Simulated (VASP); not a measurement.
SiC, 12 atoms in the cell. The cell holds a slab with vacuum, 12 atoms: a = 3.075 Å, b = 3.075 Å, c = 28.247 Å, α = 90.00°, β = 90.00°, γ = 120.00°. 

| Item | Value |
| --- | --- |
| Program | VASP 6.6.1 |
| Task | single point |
| Functional | r2SCAN |
| Potentials or basis | VASP PAW PBE potentials, release 64 (C, Si) |
| Cutoff | 520 eV |
| k mesh | 9 × 9 × 1 |
| Occupations | gaussian, width 0.05 eV |
| Spin | no spin polarisation |
| Dipole correction | yes |
| Further INCAR settings | ALGO = Normal; EDIFF = 1e-06; NBANDS = 36 |

Potentials or basis: VASP PAW PBE potentials, release 64 (C, Si).

Run with:

```console
$ cat potpaw_PBE.64/C/POTCAR potpaw_PBE.64/Si/POTCAR > POTCAR
$ cp INCAR.step1 INCAR
$ mpirun -np 1 vasp_std > vasp.out
$ cp INCAR.step2 INCAR
$ mpirun -np 1 vasp_std > vasp.out
```

Hardware: 1 thread of AMD EPYC 7R43 64-Core Processor (Zen 3), on a shared host.

Question: How long does it take, and how much memory?

Answer: It took 36 min on 1 thread of AMD EPYC 7R43 64-Core Processor (Zen 3) (shared host), peak memory 0.38 GiB. Counts: k points 12.
